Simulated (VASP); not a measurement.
# AlAs (zincblende type): single point with LDA

AlAs (zincblende type):

```
Al As
1.0
     0.00000    2.61245    2.61245
     2.61245    0.00000    2.61245
     2.61245    2.61245    0.00000
Al As
1 1
Direct
  0.00000 0.00000 0.00000
  0.25000 0.25000 0.25000
```

| Quantity | Value |
| --- | --- |
| Program | VASP 6.6.1 |
| Task | single point |
| Functional | LDA |
| Potentials or basis | VASP PAW LDA potentials, release 64 (Al, As) |
| Cutoff | 500 eV |
| k mesh | 11 × 11 × 11 |
| Occupations | fermi-dirac, width 0.08 eV |
| Spin | no spin polarisation |
| Dipole correction | no |
| Further INCAR settings | ALGO = Normal; EDIFF = 1e-06; NBANDS = 11 |

The pressure is 27.8 GPa and the band gap on the k mesh is 0.91 eV (least direct gap 3.63 eV).

Levels at points of the mesh, in eV from the valence-band top:
```tsv
k point	band 1	band 2	band 3	band 4	band 5	band 6	band 7	band 8
(0.00, 0.00, 0.00)	-13.43	0.00	0.00	0.00	3.91	4.67	4.67	4.67
```

Run time: 14 s on 1 thread of Intel(R) Xeon(R) Platinum 8259CL CPU @ 2.50GHz (Skylake/Cascade Lake), with other jobs on the host, peak memory 0.15 GiB.

Caveat: the cell stands under pressure; an odd mesh through Γ misses points on the zone boundary, where band edges can lie.
